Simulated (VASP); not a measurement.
A run of VASP 6.6.1 is set up as follows.

INCAR

```
PREC = Accurate
ENCUT = 520
EDIFF = 1E-6
ISMEAR = -1
SIGMA = 0.03
LREAL = False
LASPH = True
NELM = 100
ALGO = Normal
ISIF = 2
LWAVE = False
LCHARG = True
GGA = PS
LELF = True
LVHAR = True
NBANDS = 20
```

The input KPOINTS:

```
regular mesh
0
Gamma
  6 6 6
```

File POSCAR:

```
SnSe2
1.0
    1.9083344193      1.1017773907      6.4025599416
   -1.9083344193      1.1017773907      6.4025599416
    0.0000000000     -2.2035547814      6.4025599416
Sn Se
1 2
Direct
    0.0000000000      0.0000000000      0.0000000000
    0.2510075020      0.2510075020      0.2510075020
    0.7489924980      0.7489924980      0.7489924980
```

Potentials or basis: VASP PAW PBE potentials, release 64 (Sn_d, Se).

The run is started by

```console
$ cat potpaw_PBE.64/Sn_d/POTCAR potpaw_PBE.64/Se/POTCAR > POTCAR
$ mpirun -np 1 vasp_std > vasp.out
```

(1) Estimate the largest force.

(2) Predict the band gap on the k mesh.

(3) Predict the pressure.

Answers

(1) 0.022 eV/Å.

(2) 0.27 eV, indirect (least direct gap 0.52 eV).

(3) 0.1 GPa.

Caveat: the PAW data sets were made with another functional, which shifts forces and pressure a little; spin-orbit coupling is left out, which moves the levels of the heavy elements.
